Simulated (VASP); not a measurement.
A run of VASP 6.6.1 is set up as follows.

File INCAR:

```
SYSTEM = MnF2
  PREC = Accurate
  ENCUT = 520
  EDIFF = 1E-7
  ISMEAR = 0
  SIGMA = 0.05
  LREAL = .False.
  LASPH = .True.
  NELM = 150
  ALGO = Normal
  ISIF = 2
  LWAVE = .False.
  LCHARG = .False.
  ISPIN = 2
  MAGMOM = 5 -5 0 0 0 0
  LORBIT = 11
  LMAXMIX = 4
  LDAU = .True.
  LDAUTYPE = 2
  LDAUL = 2 -1
  LDAUU = 3.9 0
  LDAUJ = 0 0
  LDAUPRINT = 1
  GGA = PE
  NBANDS = 40
```

KPOINTS

```
Automatic mesh
0
Gamma
  3 3 4
  0 0 0
```

File POSCAR:

```
MnF2
1.0
    4.9840532637      0.0000000000      0.0000000000
    0.0000000000      4.9840532637      0.0000000000
    0.0000000000      0.0000000000      3.3653698065
Mn F
2 4
Direct
    0.0000000000      0.0000000000      0.0000000000
    0.5000000000      0.5000000000      0.5000000000
    0.3053591859      0.3053591859      0.0000000000
    0.1946408141      0.8053591859      0.5000000000
    0.6946408141      0.6946408141      0.0000000000
    0.8053591859      0.1946408141      0.5000000000
```

Potentials or basis: VASP PAW PBE potentials, release 64 (Mn_pv, F).

Launch:

```bash
$ cat potpaw_PBE.64/Mn_pv/POTCAR potpaw_PBE.64/F/POTCAR > POTCAR
$ mpirun -np 1 vasp_std > vasp.out
```

Task: Estimate the band gap on the k mesh.

Result: 3.56 eV (least direct gap 3.58 eV).

Task: What does it give for the largest force?

Result: 0.011 eV/Å.

Stress tensor (GPa, compression positive):
```
-1.07  0.00  0.00
 0.00 -1.07  0.00
 0.00  0.00 -1.40
```

Caveat: the k points lie up to 0.47 Å⁻¹ apart; an odd mesh through Γ misses points on the zone boundary, where band edges can lie. The state reached can hang on the start; a lower one may exist.
